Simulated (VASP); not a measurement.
# C (Fd-3m) in VASP: a series of runs

C is run at these levels: PBE+D3(BJ); tasks: single point, relaxation of cell and atoms.

Program: VASP 6.6.1. These are calculated values, not measurements. Logs are shortened: lines on timing, memory, paths and dates and some standing lists are left out, and cuts for length are marked.

### Step 1. The cell of the first run

It takes space group Fd-3m (No. 227, cubic). The conventional cell has a = 3.557 Å, b = 3.557 Å, c = 3.557 Å, α = 90.00°, β = 90.00°, γ = 90.00°. C (site symmetry -43m) has 4 C at 1.54 Å within 2.1 Å.

### Step 2. Single point, PBE+D3(BJ)

Input file INCAR:

```
SYSTEM = C
PREC = Accurate
ENCUT = 520
EDIFF = 1E-6
ISMEAR = 0
SIGMA = 0.02
LREAL = .False.
LASPH = .True.
NELM = 80
ALGO = Normal
ISIF = 2
LWAVE = .False.
LCHARG = .False.
GGA = PE
IVDW = 12
NBANDS = 11
```

Input file KPOINTS:

```
regular mesh
0
Gamma
  12 12 12
  0 0 0
```

Input file POSCAR:

```
C
1.0
    0.0000000000      1.7785228572      1.7785228572
    1.7785228572      0.0000000000      1.7785228572
    1.7785228572      1.7785228572      0.0000000000
C
2
Direct
    0.5000000000      0.5000000000      0.5000000000
    0.7500000000      0.7500000000      0.7500000000
```

Potentials or basis: VASP PAW PBE potentials, release 64 (C).

The run is started by

```bash
$ cat potpaw_PBE.64/C/POTCAR > POTCAR
$ mpirun -np 1 vasp_std > vasp.out
```

OUTCAR:

```text
SYSTEM = C
   PREC = Accurate
   ENCUT = 520
   EDIFF = 1E-6
   ISMEAR = 0
   LREAL = .False.
   LASPH = .True.
   NELM = 80
   ISIF = 2
   GGA = PE
   IVDW = 12
 IVDW          = 12

 ion  position               nearest neighbor table
   1  0.500  0.500  0.500-   2 1.54   2 1.54   2 1.54   2 1.54
   2  0.750  0.750  0.750-   1 1.54   1 1.54   1 1.54   1 1.54

  LATTYP: Found a face centered cubic cell.
 ALAT       =     3.5570457144

  Lattice vectors:

 A1 = (   0.0000000000,   1.7785228572,   1.7785228572)
 A2 = (   1.7785228572,   0.0000000000,   1.7785228572)
 A3 = (   1.7785228572,   1.7785228572,   0.0000000000)

Analysis of symmetry for initial positions (statically):
=====================================================================
 Subroutine PRICEL returns:
 Original cell was already a primitive cell.

 Routine SETGRP: Setting up the symmetry group for a
 face centered cubic supercell.

 Subroutine GETGRP returns: Found 48 space group operations
 (whereof 24 operations were pure point group operations)
 out of a pool of 48 trial point group operations.

The static configuration has the point symmetry T_d .
 The point group associated with its full space group is O_h .

Analysis of symmetry for dynamics (positions and initial velocities):
=====================================================================
 Subroutine PRICEL returns:
 Original cell was already a primitive cell.

 Routine SETGRP: Setting up the symmetry group for a
 face centered cubic supercell.

 Subroutine GETGRP returns: Found 48 space group operations
 (whereof 24 operations were pure point group operations)
 out of a pool of 48 trial point group operations.

The dynamic configuration has the point symmetry T_d .
 The point group associated with its full space group is O_h .

 Subroutine INISYM returns: Found 48 space group operations
 (whereof 24 operations are pure point group operations),
 and found     1 'primitive' translations

----------------------------------------------------------------------------------------

                                     Primitive cell

  volume of cell :      11.2514

  direct lattice vectors                    reciprocal lattice vectors
     0.000000000  1.778522857  1.778522857    -0.281132175  0.281132175  0.281132175
     1.778522857  0.000000000  1.778522857     0.281132175 -0.281132175  0.281132175
     1.778522857  1.778522857  0.000000000     0.281132175  0.281132175 -0.281132175

  length of vectors
     2.515211146  2.515211146  2.515211146     0.486935212  0.486935212  0.486935212

  position of ions in fractional coordinates (direct lattice)
     0.500000000  0.500000000  0.500000000
     0.750000000  0.750000000  0.750000000

  ion indices of the primitive-cell ions
   primitive index   ion index
                 1           1
                 2           2

----------------------------------------------------------------------------------------

 KPOINTS: regular mesh

Automatic generation of k-mesh.
 Grid dimensions read from file:
 generate k-points for:   12   12   12

 Generating k-lattice:

  Cartesian coordinates                     Fractional coordinates (reciprocal lattice)
    -0.023427681  0.023427681  0.023427681     0.083333333  0.000000000  0.000000000
     0.023427681 -0.023427681  0.023427681     0.000000000  0.083333333  0.000000000
     0.023427681  0.023427681 -0.023427681     0.000000000  0.000000000  0.083333333

  Length of vectors
     0.040577934  0.040577934  0.040577934

  Shift w.r.t. Gamma in fractional coordinates (k-lattice)
     0.000000000  0.000000000  0.000000000

 Subroutine IBZKPT returns following result:
 ===========================================

 Found     72 irreducible k-points:

 Following reciprocal coordinates:
            Coordinates               Weight
  0.000000  0.000000  0.000000      1.000000
  0.083333  0.000000  0.000000      8.000000
  0.166667  0.000000  0.000000      8.000000
  0.250000  0.000000  0.000000      8.000000
  0.333333  0.000000  0.000000      8.000000
  0.416667  0.000000  0.000000      8.000000
[... 16 lines left out ...]
  0.500000  0.166667  0.000000     24.000000
 -0.416667  0.166667  0.000000     24.000000
 [... further k-points ...]
   k-points           NKPTS =     72   k-points in BZ     NKDIM =     72   number of bands    NBANDS=     11
   number of dos      NEDOS =    301   number of ions     NIONS =      2
   total plane-waves  NPLWV =   8000
   dimension x,y,z NGX =    20 NGY =   20 NGZ =   20
   dimension x,y,z NGXF=    40 NGYF=   40 NGZF=   40
   ions per type =               2
   NGX,Y,Z   is equivalent  to a cutoff of  13.22, 13.22, 13.22 a.u.
   NGXF,Y,Z  is equivalent  to a cutoff of  26.44, 26.44, 26.44 a.u.
 SYSTEM =  C
   PREC   = accura    normal or accurate (medium, high low for compatibility)
   ISTART =      0    job   : 0-new  1-cont  2-samecut
   ICHARG =      2    charge: 1-file 2-atom 10-const
   ISPIN  =      1    spin polarized calculation?
   LNONCOLLINEAR =      F non collinear calculations
   LSORBIT =      F    spin-orbit coupling
   LASPH  =      T    aspherical Exc in radial PAW
   ENCUT  =  520.0 eV  38.22 Ry    6.18 a.u.   4.68  4.68  4.68*2*pi/ulx,y,z
   NELM   =     80;   NELMIN=  2; NELMDL= -5     # of ELM steps
   EDIFF  = 0.1E-05   stopping-criterion for ELM
   LREAL  =      F    real-space projection
   EDIFFG = 0.1E-04   stopping-criterion for IOM
   NSW    =      0    number of steps for IOM
   IBRION =     -1    ionic relax: 0-MD 1-quasi-New 2-CG
   NFREE  =      0    steps in history (QN), initial steepest desc. (CG)
   ISIF   =      2    stress and relaxation
   ISYM   =      2    0-nonsym 1-usesym 2-fastsym
   POTIM  = 0.5000    time-step for ionic-motion
   TEBEG  =    0.0;   TEEND  =   0.0 temperature during run
   PSTRESS=    0.0 pullay stress
   NELECT =       8.0000    total number of electrons
   NUPDOWN=      -1.0000    fix difference up-down
   EMIN   =  10.00;   EMAX   =-10.00  energy-range for DOS
   EFERMI =   0.00;   METHOD = LEGACY
   ISMEAR =     0;   SIGMA  =   0.02  broadening in eV -4-tet -1-fermi 0-gaus
   EFERMI_NEDOS =   21; number of points for ismear=-14 and -15
   IALGO  =     38    algorithm
   IMIX   =      4    mixing-type and parameters
     AMIX     =   0.40;   BMIX     =  1.00
     AMIX_MAG =   1.60;   BMIX_MAG =  1.00
  volume/ion in A,a.u.               =       5.63        37.96
  Fermi-wavevector in a.u.,A,eV,Ry     =   1.461174  2.761219 29.048854  2.135031
  Thomas-Fermi vector in A             =   2.577537
   LORBIT       =      0    0 simple, 1 ext, 2 COOP (PROOUT), +10 PAW based schemes
   GGA     = PE    functional components
   LHFCALC =     F    Hartree Fock is set to
   AEXX    =    0.0000 exact exchange contribution
   IVDW    =    12    specifies the selected vdW correction
   LEPSILON=     F    determine dielectric tensor
   LRPA    =     F    only Hartree local field effects (RPA)
 non-spin polarized calculation
 Gauss-broadening in eV      SIGMA  =   0.02
  energy-cutoff  :      520.00
  volume of cell :       11.25
 maximum number of plane-waves:       311
   NGX =  9   NGY =  9   NGZ =  9

 number of electron       7.9999999 magnetization

 Free energy of the ion-electron system (eV)
  ---------------------------------------------------
  ext. energy  EPLUGINS =         0.00000000
  ---------------------------------------------------
  free energy    TOTEN  =       -18.18264898 eV

  energy without entropy =      -18.18264898  energy(sigma->0) =      -18.18264898

 E-fermi :   9.9398     XC(G=0): -13.2920

 val. band max:        9.8485657678   @ k =   0.0000   0.0000   0.0000
 cond. band min:      14.0201510713   @ k =   0.3333   0.3333   0.0000
 fundamental gap:      4.1715853035
 Fermi energy:         9.9398360604

 k-point     1 :       0.0000    0.0000    0.0000
  band No.  band energies     occupation
      1     -11.7389      2.00000
      2       9.8486      2.00000
      3       9.8486      2.00000
      4       9.8486      2.00000
      5      15.4609      0.00000
      6      15.4609      0.00000
      7      15.4609      0.00000
      8      23.3682      0.00000
      9      29.2472      0.00000
     10      36.4728      0.00000
     11      36.4728      0.00000

 k-point     2 :       0.0833    0.0000    0.0000
  band No.  band energies     occupation
      1     -11.5453      2.00000
      2       8.6144      2.00000
      3       9.5230      2.00000
      4       9.5230      2.00000
      5      15.8880      0.00000
      6      15.8880      0.00000
      7      16.1856      0.00000
      8      23.5275      0.00000
      9      29.5686      0.00000
     10      34.3325      0.00000
     11      34.3325      0.00000

 k-point     3 :       0.1667    0.0000    0.0000
  band No.  band energies     occupation
      1     -10.9674      2.00000
      2       6.0695      2.00000
      3       8.8167      2.00000
      4       8.8167      2.00000
      5      16.8142      0.00000
      6      16.8142      0.00000
      7      17.2955      0.00000
      8      23.9830      0.00000
      9      30.2395      0.00000
     10      32.7271      0.00000
     11      32.7271      0.00000
[... 267 lines left out ...]
 k-point    23 :       0.5000    0.1667    0.0000
  band No.  band energies     occupation
      1      -5.9455      2.00000
      2      -2.2373      2.00000
      3       4.8310      2.00000
      4       5.8512      2.00000
      5      16.9782      0.00000
      6      20.6262      0.00000
      7      21.1826      0.00000
      8      24.2177      0.00000
      9      30.0896      0.00000
     10      33.8224      0.00000
     11      36.5552      0.00000

 k-point    24 :      -0.4167    0.1667    0.0000
  band No.  band energies     occupation
      1      -5.5093      2.00000
      2      -2.7600      2.00000
      3       4.3404      2.00000
      4       6.2328      2.00000
      5      17.4192      0.00000
      6      20.1323      0.00000
      7      21.1601      0.00000
      8      25.3897      0.00000
      9      29.3918      0.00000
     10      34.1275      0.00000
     11      34.5791      0.00000

 [... further k-points ...]

------------------------ aborting loop because EDIFF is reached ----------------------------------------

 Edisp (eV)   -0.38573

 E8    (eV) :    -0.1110

  FORCE on cell =-STRESS in cart. coord.  units (eV):
  Direction    XX          YY          ZZ          XY          YZ          ZX
  --------------------------------------------------------------------------------------
  -------------------------------------------------------------------------------------
  Total       0.04629     0.04629     0.04629    -0.00000     0.00000    -0.00000
  in kB       6.59172     6.59172     6.59172    -0.00000     0.00000    -0.00000
  external pressure =        6.59 kB  Pullay stress =        0.00 kB

 VOLUME and BASIS-vectors are now :
 -----------------------------------------------------------------------------
  energy-cutoff  :      520.00
  volume of cell :       11.25
      direct lattice vectors                 reciprocal lattice vectors
     0.000000000  1.778522857  1.778522857    -0.281132175  0.281132175  0.281132175
     1.778522857  0.000000000  1.778522857     0.281132175 -0.281132175  0.281132175
     1.778522857  1.778522857  0.000000000     0.281132175  0.281132175 -0.281132175

 POSITION                                       TOTAL-FORCE (eV/Angst)
 -----------------------------------------------------------------------------------
      1.77852      1.77852      1.77852         0.000000      0.000000      0.000000
      2.66778      2.66778      2.66778        -0.000000     -0.000000     -0.000000
 -----------------------------------------------------------------------------------
    total drift:                                0.000000     -0.000000      0.000000

  FREE ENERGIE OF THE ION-ELECTRON SYSTEM (eV)
  ---------------------------------------------------
  free  energy   TOTEN  =       -18.5683747670 eV

  energy  without entropy=      -18.5683747670  energy(sigma->0) =      -18.56837477
```

Wall time 3.5 s (1 thread of Intel Xeon 6975P-C (Granite Rapids), shared host); peak memory 0.13 GiB.

Results:

```yaml
Free_energy: -18.5684 eV
Pressure: 0.7 GPa
Band_gap_on_the_k_mesh: 4.17 eV, indirect (least direct gap 5.61 eV)
Dispersion_energy_per_atom: -0.193 eV
```

Levels at points of the mesh, in eV from the valence-band top:
| k point | band 1 | band 2 | band 3 | band 4 | band 5 | band 6 | band 7 | band 8 | band 9 |
| --- | --- | --- | --- | --- | --- | --- | --- | --- | --- |
| (0.00, 0.00, 0.00) | -21.59 | 0.00 | 0.00 | 0.00 | 5.61 | 5.61 | 5.61 | 13.52 | 19.40 |
| (0.50, 0.00, 0.00) | -15.76 | -13.46 | -2.82 | -2.82 | 8.49 | 8.49 | 8.96 | 15.77 | 22.02 |
| (0.50, 0.50, 0.00) | -12.82 | -12.82 | -6.35 | -6.35 | 4.78 | 4.78 | 16.93 | 16.93 | 23.39 |

A k mesh can miss the band edges. As with any semilocal functional, this PBE gap is likely too small.

### Step 3. Relaxation of cell and atoms, PBE+D3(BJ)

This run uses another cell than the first one, of 5.67 Å³/atom, 1.008 times its volume.

Input file INCAR:

```
SYSTEM = C
ALGO     = Normal         ! electronic algorithm
EDIFF    = 1E-6           ! SCF threshold, eV
EDIFFG   = -0.005         ! ionic threshold
ENCUT    = 600            ! plane-wave cutoff, eV
GGA      = PE             ! functional
IBRION   = 2              ! ionic algorithm
ISIF     = 3              ! what is computed and relaxed
ISMEAR   = 0              ! smearing method
IVDW     = 12             ! dispersion correction
LASPH    = .True.         ! aspherical terms in the spheres
LCHARG   = .False.        ! write CHGCAR
LREAL    = .False.        ! projectors in reciprocal space
LWAVE    = .False.        ! write WAVECAR
NELM     = 80             ! most SCF steps
NSW      = 100            ! ionic steps
PREC     = Accurate       ! precision mode
SIGMA    = 0.02           ! smearing width, eV
```

Input file KPOINTS:

```
k-points
0
Gamma
  12 12 12
  0 0 0
```

Input file POSCAR:

```
C
1.0
    0.0000000000      1.7834000000      1.7834000000
    1.7834000000      0.0000000000      1.7834000000
    1.7834000000      1.7834000000      0.0000000000
C
2
Direct
    0.5000000000      0.5000000000      0.5000000000
    0.7500000000      0.7500000000      0.7500000000
```

Potentials or basis: VASP PAW PBE potentials, release 64 (C).

The run is started by

```bash
$ cat potpaw_PBE.64/C/POTCAR > POTCAR
$ mpirun -np 1 vasp_std > vasp.out
```

Run time: 5.3 s. Hardware: 1 thread of Intel Xeon 6975P-C (Granite Rapids), shared host; peak memory 0.13 GiB.

The run converged. Its results:

- Free energy: -18.5738 eV
- Relaxed volume: 5.62 Å³/atom
- Relaxed cell: a = 2.515 Å, b = 2.515 Å, c = 2.515 Å, α = 60.00°, β = 60.00°, γ = 60.00°
- Space group after relaxing (to 0.05 Å): Fd-3m (No. 227)
- Energy gained by relaxing: 0.5 meV/atom
- Ionic steps: 3
- Pressure after relaxing: 0.0 GPa
- Band gap on the k mesh: 4.17 eV, indirect (least direct gap 5.61 eV)
- Dispersion energy per atom: -0.193 eV

The path:
```
step  energy change (eV)  largest force (eV/Å)  pressure (GPa)  volume (Å³)
   1              0.0000                0.0000           -3.63        11.34
   2              0.0006                0.0000            4.63        11.13
   3             -0.0011                0.0000           -0.01        11.25
```

Final structure:
```xyz
2
Lattice="0.0000 1.7784 1.7784 1.7784 0.0000 1.7784 1.7784 1.7784 0.0000" Properties=species:S:1:pos:R:3 pbc="T T T"
C     1.7784    1.7784    1.7784
C     2.6677    2.6677    2.6677
```

Levels at points of the mesh, in eV from the valence-band top:
```
           k point  band 2  band 3  band 4  band 5  band 6  band 7
(0.00, 0.00, 0.00)    0.00    0.00    0.00    5.61    5.61    5.61
(0.50, 0.00, 0.00)  -13.47   -2.82   -2.82    8.49    8.49    8.96
(0.50, 0.50, 0.00)  -12.82   -6.35   -6.35    4.78    4.78   16.93
```

A k mesh can miss the band edges.
